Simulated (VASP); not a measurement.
A run of VASP 6.6.1 is set up as follows.

File INCAR:

```
SYSTEM = As
ALGO = Normal ; EDIFF = 1E-6
ENCUT = 520 ; GGA = PS
ISIF = 2 ; ISMEAR = -1
LASPH = .True. ; LCHARG = .False.
LREAL = .False. ; LWAVE = .False.
NBANDS = 14 ; NELM = 80
PREC = Accurate ; SIGMA = 0.1
```

KPOINTS

```
k-points
0
Gamma
  10 10 15
  0 0 0
```

POSCAR

```
As
1.0
    4.7773408999      0.0000000000      0.0000000000
   -2.3886704499      4.1372985818      0.0000000000
    0.0000000000      0.0000000000      2.7820315507
As
3
Direct
    1.0000000000      0.0000000000      0.0000000000
    0.3333333333      0.6666666667      0.5000000000
    0.6666666667      0.3333333333      0.5000000000
```

Potentials or basis: VASP PAW PBE potentials, release 64 (As).

Command:

```sh
$ cat potpaw_PBE.64/As/POTCAR > POTCAR
$ mpirun -np 1 vasp_std > vasp.out
```

Task: Estimate the pressure.

Result: 0.4 GPa.

Stress tensor (GPa, compression positive):
```
 0.68  0.00  0.00
 0.00  0.68  0.00
 0.00  0.00 -0.11
```

Caveat: the PAW data sets were made with another functional, which shifts forces and pressure a little.
